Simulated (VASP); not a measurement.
The system is Tl.

```
Tl
1.0
     6.07587    0.00000    0.00000
     0.00000    6.07587    0.00000
     0.00000    0.00000    6.07587
Tl
8
Direct
  0.00000 0.00000 0.00000
  0.50000 0.50000 0.50000
  0.25000 0.00000 0.50000
  0.75000 0.00000 0.50000
  0.50000 0.25000 0.00000
  0.50000 0.75000 0.00000
  0.00000 0.50000 0.25000
  0.00000 0.50000 0.75000
```

| Property | Result |
| --- | --- |
| Program | VASP 6.6.1 |
| Task | relaxation of cell and atoms |
| Functional | BLYP |
| Potentials or basis | VASP PAW PBE potentials, release 64 (Tl_d) |
| Cutoff | 600 eV |
| k mesh | 4 × 4 × 4 |
| Occupations | fermi-dirac, width 0.1 eV |
| Spin | no spin polarisation |

At the start: pressure 8.7 GPa; volume 28.04 Å³/atom.

Problem. Where does the relaxation end?

Solution. Over 4 steps the energy falls by 163.4 meV/atom and the volume is 35.84 Å³/atom (+27.8 %); space group Pm-3n (No. 223, to 0.1 Å) before and after.

Step by step:
| step | energy change (eV) | largest force (eV/Å) | pressure (GPa) | volume (Å³) |
| --- | --- | --- | --- | --- |
| 1 | 0.0000 | 0.0000 | 8.74 | 224.30 |
| 2 | -1.2905 | 0.0000 | 0.62 | 277.71 |
| 3 | -1.3057 | 0.0000 | -0.19 | 289.63 |
| 4 | -1.3074 | 0.0000 | -0.01 | 286.71 |

Final structure:
```yaml
crystal:
  lattice:
    - [6.59395, 0.00000, 0.00000]
    - [0.00000, 6.59395, 0.00000]
    - [0.00000, 0.00000, 6.59395]
  atoms:
    - { symbol: Tl, position: [0.00000, 0.00000, 0.00000] }
    - { symbol: Tl, position: [0.50000, 0.50000, 0.50000] }
    - { symbol: Tl, position: [0.25000, 0.00000, 0.50000] }
    - { symbol: Tl, position: [0.75000, 0.00000, 0.50000] }
    - { symbol: Tl, position: [0.50000, 0.25000, 0.00000] }
    - { symbol: Tl, position: [0.50000, 0.75000, 0.00000] }
    - { symbol: Tl, position: [0.00000, 0.50000, 0.25000] }
    - { symbol: Tl, position: [0.00000, 0.50000, 0.75000] }
```

Caveat: the volume moved by over 15 % at a fixed basis, so the end points are rough; the PAW data sets were made with another functional, which shifts forces and pressure a little.
